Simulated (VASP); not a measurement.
Si:

```xyz
2
Lattice="-2.3714 2.3714 1.3293 2.3714 -2.3714 1.3293 2.3714 2.3714 -1.3293" Properties=species:S:1:pos:R:3 pbc="T T T"
Si    2.3714    0.0000    0.6646
Si    0.0000    0.0000    1.3293
```

```yaml
Program: VASP 6.6.1
Task: relaxation of cell and atoms
Functional: PBE
Potentials_or_basis: VASP PAW PBE potentials, release 64 (Si)
Cutoff: 600 eV
k_mesh: 10 × 10 × 10, shifted
Occupations: fermi-dirac, width 0.1 eV
Spin: no spin polarisation
```

At the start: pressure 3.3 GPa; volume 14.95 Å³/atom.

Q: How do energy, volume and symmetry change on relaxing?

A: Over 10 steps the energy falls by 4.4 meV/atom and the volume is 15.40 Å³/atom (+3.0 %); space group I4_1/amd (No. 141, to 0.1 Å) before and after.

Step by step:
| step | energy change (eV) | largest force (eV/Å) | pressure (GPa) | volume (Å³) |
| --- | --- | --- | --- | --- |
| 1 | 0.0000 | 0.0000 | 3.26 | 29.90 |
| 2 | -0.0061 | 0.0000 | -1.59 | 31.23 |
| 3 | -0.0085 | 0.0000 | 0.00 | 30.76 |
| 4 | -0.0086 | 0.0000 | 0.01 | 30.77 |
| 5 | -0.0087 | 0.0000 | 0.01 | 30.79 |
| 6 | -0.0087 | 0.0000 | 0.01 | 30.79 |
| 7 | -0.0087 | 0.0000 | 0.01 | 30.79 |
| 8 | -0.0087 | 0.0000 | -0.01 | 30.80 |
| 9 | -0.0087 | 0.0000 | -0.01 | 30.79 |
| 10 | -0.0087 | 0.0000 | 0.00 | 30.79 |

Final structure:
```yaml
crystal:
  lattice:
    - [-2.38908, 2.38908, 1.34864]
    - [2.38908, -2.38908, 1.34864]
    - [2.38908, 2.38908, -1.34864]
  atoms:
    - { symbol: Si, position: [0.25000, 0.75000, 0.50000] }
    - { symbol: Si, position: [0.50000, 0.50000, 0.00000] }
```
